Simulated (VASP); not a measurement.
**ScAl2: single point with r2SCAN**

Crystal: ScAl2.

```xyz
6
Lattice="0.0000 3.7021 3.7021 3.7021 0.0000 3.7021 3.7827 3.7827 -0.0806" Properties=species:S:1:pos:R:3 pbc="T T T"
Sc    3.7424    3.7424    3.6618
Sc    5.6136    5.6136    5.4927
Al    0.9356    0.9356    0.9155
Al    0.9356    2.7866    2.7665
Al    2.7866    0.9356    2.7665
Al    2.8269    2.8269    0.8752
```

This cell differs from its parent crystal: biaxial strain in the a-b plane: -2.0 %.

| Quantity | Value |
| --- | --- |
| Program | VASP 6.6.1 |
| Task | single point |
| Functional | r2SCAN |
| Potentials or basis | VASP PAW PBE potentials, release 64 (Sc_sv, Al) |
| Cutoff | 520 eV |
| k mesh | 8 × 8 × 8 |
| Occupations | gaussian, width 0.1 eV |
| Spin | no spin polarisation |
| Dipole correction | no |
| Further INCAR settings | ALGO = Normal; EDIFF = 1e-06; NBANDS = 26 |

The pressure is 3.0 GPa. The largest force is 0.067 eV/Å and the band gap on the k mesh is zero (bands 17 and 18 overlap by 2.61 eV).

Forces on the atoms (eV/Å):
```
Sc  -0.039 -0.039  0.039
Sc   0.039  0.039 -0.039
Al   0.000  0.000  0.000
Al   0.000  0.000  0.000
Al   0.000  0.000  0.000
Al   0.000  0.000  0.000
```

Stress tensor (GPa, compression positive):
```
 3.01 -1.65  1.65
-1.65  3.01  1.65
 1.65  1.65  3.01
```

Levels at points of the mesh, in eV from the Fermi level:
| k point | band 15 | band 16 | band 17 | band 18 | band 19 | band 20 |
| --- | --- | --- | --- | --- | --- | --- |
| (0.00, 0.00, 0.00) | -2.41 | -2.41 | -1.88 | -1.88 | 0.46 | 2.28 |
| (0.50, 0.00, 0.00) | -2.03 | -0.36 | -0.23 | -0.06 | 1.70 | 1.88 |
| (0.50, 0.50, 0.00) | 0.26 | 0.29 | 0.73 | 0.78 | 0.86 | 0.92 |
| (0.00, 0.00, 0.50) | -2.06 | -0.33 | -0.16 | -0.16 | 1.80 | 1.80 |

Wall time 8.6 min on 1 thread of AMD EPYC 9R45 96-Core Processor (Zen 5) (shared host), peak memory 0.32 GiB.

Caveat: the cell differs from its parent crystal (biaxial strain in the a-b plane: -2.0 %); the cell stands under pressure; the PAW data sets were made with another functional, which shifts forces and pressure a little.
